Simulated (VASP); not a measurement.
Set up this calculation in VASP 6.6.1, as the native input.

```
Task                   : single point
Functional             : PBE
Potentials or basis    : VASP PAW PBE potentials, release 64 (K_sv, Hf_pv)
Cutoff                 : 520 eV
k mesh                 : 4 × 4 × 4
Occupations            : gaussian, width 0.1 eV
Spin                   : no spin polarisation
Dipole correction      : no
Further INCAR settings : ALGO = Fast; EDIFF = 1e-06; NBANDS = 28
```

The structure of KHf3 lies in POSCAR:

```
KHf3
1.0
    4.5335347521      0.0000000000      0.0000000000
    0.0000000000      4.5335347521      0.0000000000
    0.0000000000      0.0000000000      4.5335347521
K Hf
1 3
Direct
    0.0000000000      0.0000000000      0.0000000000
    0.0000000000      0.5000000000      0.5000000000
    0.5000000000      0.0000000000      0.5000000000
    0.5000000000      0.5000000000      0.0000000000
```

One way to write it, as run:

INCAR

```
PREC = Accurate
ENCUT = 520
EDIFF = 1E-6
ISMEAR = 0
SIGMA = 0.1
LREAL = False
LASPH = True
NELM = 80
ALGO = Fast
ISIF = 2
LWAVE = False
LCHARG = False
GGA = PE
NBANDS = 28
```

KPOINTS

```
Automatic mesh
0
Gamma
  4 4 4
```

Potentials or basis: VASP PAW PBE potentials, release 64 (K_sv, Hf_pv).

Command:

```sh
$ cat potpaw_PBE.64/K_sv/POTCAR potpaw_PBE.64/Hf_pv/POTCAR > POTCAR
$ mpirun -np 1 vasp_std > vasp.out
```

It gave:

The pressure is 5.2 GPa.

It took 46 s on 1 thread of Intel Xeon 8259CL, with other jobs on the host, peak memory 0.21 GiB.
